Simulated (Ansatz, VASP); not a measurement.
# AlGa2As3: VASP beside Ansatz

INCAR

```
PREC = Accurate ; ENCUT = 520
EDIFF = 1E-7 ; ISMEAR = 0
SIGMA = 0.1 ; LREAL = False
LASPH = True ; NELM = 80
ALGO = Normal ; ISIF = 2
LWAVE = False ; LCHARG = False
GGA = PE ; NBANDS = 31
```

The input KPOINTS:

```
regular mesh
0
Gamma
  6 6 2
```

The input POSCAR:

```
AlGa2As3
1.0
    4.7185565500      0.0000000000      0.0000000000
   -2.3592782800      4.0863898400      0.0000000000
    0.0000000000      0.0000000000      7.7495722600
Al Ga As
1 2 3
Direct
    0.3333333300      0.6666666700      0.0000000000
    0.6666666700      0.3333333300      0.0000000000
    0.0000000000      0.0000000000      0.0000000000
    0.6666666700      0.3333333300      0.2187006300
    0.6666666700      0.3333333300      0.7812993700
    0.6666666700      0.3333333300      0.5000000000
```

Input for Ansatz:

```yaml
crystal:
  lattice:
    - [4.71855655, 0.0, 0.0]
    - [-2.35927828, 4.08638984, 0.0]
    - [0.0, 0.0, 7.74957226]
  atoms:
    - { symbol: Al, position: [0.33333333, 0.66666667, 0.0] }
    - { symbol: Ga, position: [0.66666667, 0.33333333, 0.0] }
    - { symbol: Ga, position: [0.0, 0.0, 0.0] }
    - { symbol: As, position: [0.66666667, 0.33333333, 0.21870063] }
    - { symbol: As, position: [0.66666667, 0.33333333, 0.78129937] }
    - { symbol: As, position: [0.66666667, 0.33333333, 0.5] }
basis:
  ecutwfc: 420
kpoints:
  mp_grid: { grid: [6, 6, 2] }
hamiltonian:
  xc: pbe
scf:
  occupations: { method: gaussian, width: 0.1 }
  lower_state_search: "off"
output:
  forces: true
  stress: true
  eigenvalues: true
```

Alike in both runs: task single point; functional PBE; k mesh 6 × 6 × 2; occupations gaussian, width 0.1 eV; no spin polarisation.

|  | VASP | Ansatz |
| --- | --- | --- |
| version | VASP 6.6.1 | Ansatz 0.2.0 |
| potentials or method | VASP PAW PBE potentials, release 64 (Al, Ga_d, As), cutoff 520 eV | scalar-relativistic, plane waves, PAW |
| valence electrons in the cell | 44 | 74 |

```csv
,VASP,Ansatz,Ansatz less VASP
gap on the k mesh at the Fermi level (eV),none,none,-
rms of the force components (eV/Å),8.475,8.345,-0.1298
```

Atom by atom the forces differ by 0.130 eV/Å (rms over components). A gap of «none» marks a metal or a gap that the smearing closes. The functional is the same, so the differences come from potentials, cutoffs and numerics. VASP's potentials hold 44 valence electrons a cell and Ansatz's 74, so a difference there can come from the potentials and not from the codes.

The k mesh is coarse, so the values compare programs but aren't converged.
